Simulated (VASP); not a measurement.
## NaHF2: single point with LDA

Crystal: NaHF2.

```xyz
4
Lattice="1.6977 0.9802 4.5692 -1.6977 0.9802 4.5692 0.0000 -1.9604 4.5692" Properties=species:S:1:pos:R:3 pbc="T T T"
Na    0.0000    0.0000    0.0000
H     0.0000    0.0000    6.8539
F     0.0000    0.0000    5.7194
F     0.0000    0.0000    7.9883
```

```
Program             : VASP 6.6.1
Task                : single point
Functional          : LDA
Potentials or basis : VASP PAW LDA potentials, release 64 (Na_pv, H, F)
Cutoff              : 520 eV
k mesh              : 8 × 8 × 8
Occupations         : gaussian, width 0.01 eV
Spin                : no spin polarisation
```

```json
{
 "Pressure": "-1.2 GPa",
 "Largest force": "0.308 eV/Å",
 "Band gap on the k mesh": "6.74 eV, indirect (least direct gap 6.94 eV)"
}
```

Forces on the atoms (eV/Å):
```
Na   0.000  0.000  0.000
H    0.000  0.000  0.000
F    0.000  0.000 -0.308
F    0.000  0.000  0.308
```

Stress tensor (GPa, compression positive):
```
-1.79  0.00  0.00
 0.00 -1.79  0.00
 0.00  0.00 -0.13
```

Levels at points of the mesh, in eV from the valence-band top:
| k point | band 9 | band 10 | band 11 | band 12 | band 13 | band 14 |
| --- | --- | --- | --- | --- | --- | --- |
| (0.00, 0.00, 0.00) | -0.25 | -0.25 | -0.20 | 6.74 | 13.04 | 14.22 |
| (0.50, 0.00, 0.00) | -0.60 | -0.41 | -0.35 | 11.01 | 11.73 | 15.11 |
| (0.50, 0.50, 0.00) | -0.88 | -0.60 | -0.15 | 11.87 | 12.09 | 13.55 |
| (0.50, 0.50, 0.50) | -0.74 | 0.00 | 0.00 | 8.43 | 9.75 | 16.32 |

Wall time 27 s on 1 thread of Intel(R) Xeon(R) Platinum 8559C (Emerald Rapids) (shared host), peak memory 0.21 GiB.

A k mesh can miss the band edges. A hybrid or GW would open this gap; LDA tends to underestimate it.
